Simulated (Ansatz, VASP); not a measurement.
One calculation of Ga3Se, two programs

```
Ga Se
1.0
     4.43246    0.00000    0.00000
     0.00000    4.43246    0.00000
     0.00000    0.00000    4.43246
Ga Se
3 1
Direct
  0.00000 0.50000 0.50000
  0.50000 0.00000 0.50000
  0.50000 0.50000 0.00000
  0.00000 0.00000 0.00000
```

Alike in both runs: task single point; functional PBEsol; k mesh 12 × 12 × 12; occupations gaussian, width 0.1 eV; no spin polarisation.

```csv
,VASP,Ansatz
version,VASP 6.6.1,Ansatz 0.2.0
potentials or method,"VASP PAW PBE potentials, release 64 (Ga_d, Se), cutoff 520 eV","scalar-relativistic, plane waves, PAW"
valence electrons in the cell,45,55
```

Ansatz gave:

| Property | Result |
| --- | --- |
| gap on the k mesh at the Fermi level (eV) | none |
| pressure (GPa) | -3.7 |

Task: Which values does VASP return?

Result: gap on the k mesh at the Fermi level (eV): none; pressure (GPa): -3.6.

VASP's potentials were made for PBE, not for PBEsol. A gap of «none» marks a metal or a gap that the smearing closes. VASP's potentials hold 45 valence electrons a cell and Ansatz's 55, so a difference there can come from the potentials and not from the codes.
